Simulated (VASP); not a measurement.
# TiIN in VASP: single point with PBE

Aim: the single point of TiIN with PBE.

Program: VASP 6.6.1. These are calculated values, not measurements. Logs are shortened: lines on timing, memory, paths and dates and some standing lists are left out, and cuts for length are marked.

## (1) The cell of the first run

The cell holds a disordered packing, 6 atoms: a = 6.123 Å, b = 4.793 Å, c = 4.875 Å, α = 81.66°, β = 113.21°, γ = 96.87°.

## (2) Single point, PBE, collinear spin

INCAR

```
SYSTEM = TiIN
PREC = Accurate
ENCUT = 520
EDIFF = 1E-6
ISMEAR = -5
SIGMA = 0.1
LREAL = .False.
LASPH = .True.
NELM = 150
ALGO = Normal
ISIF = 2
LWAVE = .False.
LCHARG = .False.
ISPIN = 2
MAGMOM = 0 0 1.1 1.3 0 0
LORBIT = 11
LMAXMIX = 4
GGA = PE
NBANDS = 37
```

KPOINTS

```
Automatic mesh
0
Gamma
  3 4 4
  0 0 0
```

POSCAR

```
TiIN
1.0
    6.0848300000     -0.3433660000     -0.5850430000
   -0.2993860000      4.7832420000      0.0800980000
   -1.4582610000      0.5399240000      4.6206490000
N Ti I
2 2 2
Direct
    0.5338030000      0.4980470000      0.1071280000
    0.7254680000      0.7194970000      0.4783320000
    0.6729280000      0.1870090000      0.6638330000
    0.9543970000      0.6621090000      0.0648790000
    0.4099270000      0.9810600000      0.0696580000
    0.0816560000      0.1211720000      0.4712760000
```

Potentials or basis: VASP PAW PBE potentials, release 64 (N, Ti_sv, I).

Command:

```
> cat potpaw_PBE.64/N/POTCAR potpaw_PBE.64/Ti_sv/POTCAR potpaw_PBE.64/I/POTCAR > POTCAR
> mpirun -np 1 vasp_std > vasp.out
```

OUTCAR:

```text
SYSTEM = TiIN
   PREC = Accurate
   ENCUT = 520
   EDIFF = 1E-6
   ISMEAR = -5
   LREAL = .False.
   LASPH = .True.
   NELM = 150
   ISIF = 2
   ISPIN = 2
   LORBIT = 11
   GGA = PE

 ion  position               nearest neighbor table
   1  0.534  0.498  0.107-   5 2.48   5 2.51
   2  0.725  0.719  0.478-   5 2.47
   3  0.673  0.187  0.664-   5 2.95   5 3.01   6 3.06
   4  0.954  0.662  0.065-   6 3.00   6 3.01   5 3.01
   5  0.410  0.981  0.070-   2 2.47   1 2.48   1 2.51   6 2.85   3 2.95   3 3.01   4 3.01   6 3.48

   6  0.082  0.121  0.471-   5 2.85   4 3.00   4 3.01   3 3.06   5 3.48

  LATTYP: Found a triclinic cell.
 ALAT       =     6.1424662430
 B/A-ratio  =     1.2709826146
 C/A-ratio  =     2.2469107657
 COS(alpha) =     0.0025477108
 COS(beta)  =     0.5838110312
 COS(gamma) =     0.7893307024

  Lattice vectors:

 A1 = (  -4.6265690000,  -0.1965580000,  -4.0356060000)
 A2 = (  -4.9259550000,   4.5866840000,  -3.9555080000)
 A3 = (  -2.5695360000, -10.3029660000,  -8.8164510000)

Analysis of symmetry for initial positions (statically):
=====================================================================
 Subroutine PRICEL returns:
 Original cell was already a primitive cell.

 Routine SETGRP: Setting up the symmetry group for a
 triclinic supercell.

 Subroutine GETGRP returns: Found  1 space group operations
 (whereof  1 operations were pure point group operations)
 out of a pool of  2 trial point group operations.

The static configuration has the point symmetry C_1 .

Analysis of symmetry for dynamics (positions and initial velocities):
=====================================================================
 Subroutine PRICEL returns:
 Original cell was already a primitive cell.

 Routine SETGRP: Setting up the symmetry group for a
 triclinic supercell.

 Subroutine GETGRP returns: Found  1 space group operations
 (whereof  1 operations were pure point group operations)
 out of a pool of  2 trial point group operations.

The dynamic configuration has the point symmetry C_1 .

Analysis of structural, dynamic, and magnetic symmetry:
=====================================================================
 Subroutine PRICEL returns:
 Original cell was already a primitive cell.

 Routine SETGRP: Setting up the symmetry group for a
 triclinic supercell.

 Subroutine GETGRP returns: Found  1 space group operations
 (whereof  1 operations were pure point group operations)
 out of a pool of  2 trial point group operations.

The overall configuration has the point symmetry C_1 .

 Subroutine INISYM returns: Found  1 space group operations
 (whereof  1 operations are pure point group operations),
 and found     1 'primitive' translations

----------------------------------------------------------------------------------------

                                     Primitive cell

  volume of cell :     129.8007

  direct lattice vectors                    reciprocal lattice vectors
     6.084830000 -0.343366000 -0.585043000     0.169940796  0.009757680  0.052492546
    -0.299386000  4.783242000  0.080098000     0.009789585  0.210035205 -0.021453107
    -1.458261000  0.539924000  4.620649000     0.021347336 -0.002405449  0.223438038

  length of vectors
     6.122526574  4.793271503  4.875288735     0.178130721  0.211354818  0.224468376

  position of ions in fractional coordinates (direct lattice)
     0.533803000  0.498047000  0.107128000
     0.725468000  0.719497000  0.478332000
     0.672928000  0.187009000  0.663833000
     0.954397000  0.662109000  0.064879000
     0.409927000  0.981060000  0.069658000
     0.081656000  0.121172000  0.471276000

  ion indices of the primitive-cell ions
   primitive index   ion index
                 1           1
                 2           2
                 3           3
                 4           4
                 5           5
                 6           6

----------------------------------------------------------------------------------------

 KPOINTS: Automatic mesh

Automatic generation of k-mesh.
 Grid dimensions read from file:
 generate k-points for:    3    4    4

 Generating k-lattice:

  Cartesian coordinates                     Fractional coordinates (reciprocal lattice)
     0.056646932  0.003252560  0.017497515     0.333333333 -0.000000000  0.000000000
     0.002447396  0.052508801 -0.005363277     0.000000000  0.250000000  0.000000000
     0.005336834 -0.000601362  0.055859510    -0.000000000  0.000000000  0.250000000

  Length of vectors
     0.059376907  0.052838705  0.056117094

  Shift w.r.t. Gamma in fractional coordinates (k-lattice)
     0.000000000  0.000000000  0.000000000

 TETIRR: Found    144 inequivalent tetrahedra from      288

 Subroutine IBZKPT returns following result:
 ===========================================

 Found     26 irreducible k-points:

 Following reciprocal coordinates:
            Coordinates               Weight
  0.000000  0.000000  0.000000      1.000000
  0.333333 -0.000000 -0.000000      2.000000
  0.000000  0.250000  0.000000      2.000000
  0.333333  0.250000 -0.000000      2.000000
 -0.333333  0.250000  0.000000      2.000000
  0.000000  0.500000  0.000000      1.000000
[... 16 lines left out ...]
  0.333333  0.250000  0.500000      2.000000
 -0.333333  0.250000  0.500000      2.000000
 [... further k-points ...]
   k-points           NKPTS =     26   k-points in BZ     NKDIM =     26   number of bands    NBANDS=     37
   number of dos      NEDOS =    301   number of ions     NIONS =      6
   total plane-waves  NPLWV =  62208
   dimension x,y,z NGX =    48 NGY =   36 NGZ =   36
   dimension x,y,z NGXF=    96 NGYF=   72 NGZF=   72
   ions per type =               2   2   2
   NGX,Y,Z   is equivalent  to a cutoff of  13.03, 12.49, 12.28 a.u.
   NGXF,Y,Z  is equivalent  to a cutoff of  26.07, 24.97, 24.55 a.u.
 SYSTEM =  TiIN
   PREC   = accura    normal or accurate (medium, high low for compatibility)
   ISTART =      0    job   : 0-new  1-cont  2-samecut
   ICHARG =      2    charge: 1-file 2-atom 10-const
   ISPIN  =      2    spin polarized calculation?
   LNONCOLLINEAR =      F non collinear calculations
   LSORBIT =      F    spin-orbit coupling
   LASPH  =      T    aspherical Exc in radial PAW
   ENCUT  =  520.0 eV  38.22 Ry    6.18 a.u.  11.38  8.91  9.06*2*pi/ulx,y,z
   NELM   =    150;   NELMIN=  2; NELMDL= -5     # of ELM steps
   EDIFF  = 0.1E-05   stopping-criterion for ELM
   LREAL  =      F    real-space projection
   EDIFFG = 0.1E-04   stopping-criterion for IOM
   NSW    =      0    number of steps for IOM
   IBRION =     -1    ionic relax: 0-MD 1-quasi-New 2-CG
   NFREE  =      0    steps in history (QN), initial steepest desc. (CG)
   ISIF   =      2    stress and relaxation
   ISYM   =      2    0-nonsym 1-usesym 2-fastsym
   POTIM  = 0.5000    time-step for ionic-motion
   TEBEG  =    0.0;   TEEND  =   0.0 temperature during run
   PSTRESS=    0.0 pullay stress
   NELECT =      48.0000    total number of electrons
   NUPDOWN=      -1.0000    fix difference up-down
   EMIN   =  10.00;   EMAX   =-10.00  energy-range for DOS
   EFERMI =   0.00;   METHOD = LEGACY
   ISMEAR =    -5;   SIGMA  =   0.10  broadening in eV -4-tet -1-fermi 0-gaus
   EFERMI_NEDOS =   21; number of points for ismear=-14 and -15
   IALGO  =     38    algorithm
   IMIX   =      4    mixing-type and parameters
     AMIX     =   0.40;   BMIX     =  1.00
     AMIX_MAG =   1.60;   BMIX_MAG =  1.00
  volume/ion in A,a.u.               =      21.63       145.99
  Fermi-wavevector in a.u.,A,eV,Ry     =   1.175068  2.220556 18.786708  1.380784
  Thomas-Fermi vector in A             =   2.311454
   LORBIT       =     11    0 simple, 1 ext, 2 COOP (PROOUT), +10 PAW based schemes
   GGA     = PE    functional components
   LHFCALC =     F    Hartree Fock is set to
   AEXX    =    0.0000 exact exchange contribution
   IVDW    =     0    specifies the selected vdW correction
   LEPSILON=     F    determine dielectric tensor
   LRPA    =     F    only Hartree local field effects (RPA)
 spin polarized calculation
 Fermi weights with tetrahedron method with Bloechl corrections
  energy-cutoff  :      520.00
  volume of cell :      129.80
 maximum number of plane-waves:      3512
 NGX is ok and might be reduce to    48
   NGX = 23   NGY = 17   NGZ = 19

 number of electron      48.0000008 magnetization       0.2672670

 number of electron      48.0000008 magnetization      -0.9755151

 Free energy of the ion-electron system (eV)
  ---------------------------------------------------
  ext. energy  EPLUGINS =         0.00000000
  ---------------------------------------------------
  free energy    TOTEN  =       -27.68133055 eV

  energy without entropy =      -27.68133055  energy(sigma->0) =      -27.68133055

 E-fermi :   6.2967     XC(G=0):  -9.7647

 val. band max:        6.2880467927   @ k =   0.0000   0.5000   0.5000
 cond. band min:       6.2629907396   @ k =   0.3333  -0.0000   0.2500
 fundamental gap:     -0.0250560532
 Fermi energy:         6.2966918093

 spin component 1

 k-point     1 :       0.0000    0.0000    0.0000
  band No.  band energies     occupation
      1     -51.6112      1.00000
      2     -50.8761      1.00000
      3     -28.0337      1.00000
      4     -27.8522      1.00000
      5     -27.6888      1.00000
      6     -27.2858      1.00000
[... 28 lines left out ...]
     35       8.5541      0.00000
     36      10.4382      0.00000

 k-point     2 :       0.3333   -0.0000   -0.0000
  band No.  band energies     occupation
      1     -51.6112      1.00000
      2     -50.8761      1.00000
      3     -28.0338      1.00000
      4     -27.8521      1.00000
      5     -27.6887      1.00000
      6     -27.2859      1.00000
[... 28 lines left out ...]
     35       9.2168      0.00000
     36      10.3730      0.00000
[... 817 lines left out ...]
     35       9.7365      0.00000
     36      10.0453      0.00000

 k-point    24 :      -0.3333    0.2500    0.5000
  band No.  band energies     occupation
      1     -51.6112      1.00000
      2     -50.8761      1.00000
      3     -28.0342      1.00000
      4     -27.8533      1.00000
      5     -27.6892      1.00000
      6     -27.2870      1.00000
[... 28 lines left out ...]
     35       9.7286      0.00000
     36      10.6108      0.00000

 [... further k-points ...]

 spin component 2

 k-point     1 :       0.0000    0.0000    0.0000
  band No.  band energies     occupation
      1     -51.7996      1.00000
      2     -51.4965      1.00000
      3     -28.1730      1.00000
      4     -28.0218      1.00000
      5     -27.9677      1.00000
      6     -27.8877      1.00000
[... 28 lines left out ...]
     35       8.4345      0.00000
     36      10.2345      0.00000

 k-point     2 :       0.3333   -0.0000   -0.0000
  band No.  band energies     occupation
      1     -51.7996      1.00000
      2     -51.4965      1.00000
      3     -28.1730      1.00000
      4     -28.0217      1.00000
      5     -27.9677      1.00000
      6     -27.8877      1.00000
[... 28 lines left out ...]
     35       9.0776      0.00000
     36      10.1329      0.00000
[... 817 lines left out ...]
     35       9.5408      0.00000
     36       9.8782      0.00000

 k-point    24 :      -0.3333    0.2500    0.5000
  band No.  band energies     occupation
      1     -51.7994      1.00000
      2     -51.4966      1.00000
      3     -28.1736      1.00000
      4     -28.0238      1.00000
      5     -27.9691      1.00000
      6     -27.8882      1.00000
[... 28 lines left out ...]
     35       9.5603      0.00000
     36      10.5071      0.00000

 [... further k-points ...]

 [bands above 36 left out]

------------------------ aborting loop because EDIFF is reached ----------------------------------------

  FORCE on cell =-STRESS in cart. coord.  units (eV):
  Direction    XX          YY          ZZ          XY          YZ          ZX
  --------------------------------------------------------------------------------------
  -------------------------------------------------------------------------------------
  Total       -5.3797307     -8.6474639     -5.4305686     -0.6210250     -1.5814085      4.8613268
  in kB      -66.4039720   -106.7387914    -67.0314831     -7.6655372    -19.5198999     60.0051248
  external PRESSURE =     -80.0580822 kB  Pullay stress =       0.0000000 kB

 VOLUME and BASIS-vectors are now :
 -----------------------------------------------------------------------------
  energy-cutoff  :      520.00
  volume of cell :      129.80
      direct lattice vectors                 reciprocal lattice vectors
     6.084830000 -0.343366000 -0.585043000     0.169940796  0.009757680  0.052492546
    -0.299386000  4.783242000  0.080098000     0.009789585  0.210035205 -0.021453107
    -1.458261000  0.539924000  4.620649000     0.021347336 -0.002405449  0.223438038

 POSITION                                       TOTAL-FORCE (eV/Angst)
 -----------------------------------------------------------------------------------
      2.94277      2.25683      0.22260         1.356343     -0.139452      0.992123
      3.50141      3.45069      1.84340         0.557925     -1.367384      1.881403
      3.07062      1.02187      2.68863         0.166333      0.831345     -1.201604
      5.51451      2.87435     -0.20555        -2.449734     -0.172694     -0.502381
      2.09904      4.58950      0.16062         1.150553     -0.416975      1.573229
     -0.22666      0.80601      2.13953        -0.781420      1.265160     -2.742770
 -----------------------------------------------------------------------------------
    total drift:                               -0.000858     -0.000039     -0.000329

  FREE ENERGIE OF THE ION-ELECTRON SYSTEM (eV)
  ---------------------------------------------------
  free  energy   TOTEN  =       -27.6813305473 eV

  energy  without entropy=      -27.6813305473  energy(sigma->0) =      -27.68133055

 total charge

# of ion       s       p       d       tot
------------------------------------------
    1        1.360   2.032   0.000   3.393
    2        1.334   2.083   0.000   3.416
    3        2.124   6.023   1.857  10.003
    4        2.126   6.018   1.847   9.990
    5        1.557   2.536   0.120   4.214
    6        1.539   2.666   0.075   4.280
--------------------------------------------------
tot         10.040  21.358   3.899  35.297

 magnetization (x)

# of ion       s       p       d       tot
------------------------------------------
    1        0.000   0.047   0.000   0.048
    2       -0.001   0.026   0.000   0.025
    3       -0.016  -0.010  -0.917  -0.942
    4       -0.003  -0.005   0.112   0.103
    5        0.001   0.025  -0.003   0.023
    6       -0.000   0.012  -0.002   0.009
--------------------------------------------------
tot         -0.019   0.095  -0.810  -0.735
```

Wall time 13 min (1 thread of Intel Xeon 8259CL, shared host); peak memory 0.42 GiB.

Results:

```yaml
Free_energy: -27.6813 eV
Pressure: -8.0 GPa
Largest_force: 3.120 eV/Å
Net_moment: -0.98 μB per cell
Site_moments: N +0.05, +0.03; Ti -0.94, +0.10; I +0.02, +0.01 μB
Valence_electrons_inside_the_program's_atomic_spheres: N 3.39, 3.42; Ti 10.00, 9.99; I 4.21, 4.28
```

Forces in eV/Å, atoms in the order of the input:
```
N    1.356 -0.139  0.992
N    0.558 -1.367  1.881
Ti   0.166  0.831 -1.202
Ti  -2.450 -0.173 -0.502
I    1.151 -0.417  1.573
I   -0.781  1.265 -2.743
```

Stress tensor (GPa, compression positive):
```
 -6.64  -0.77   6.00
 -0.77 -10.67  -1.95
  6.00  -1.95  -6.70
```

Caveat: the k points lie up to 0.37 Å⁻¹ apart; spin-orbit coupling is left out, which moves the levels of the heavy elements; tetrahedron occupations give inexact forces and stress in metals.
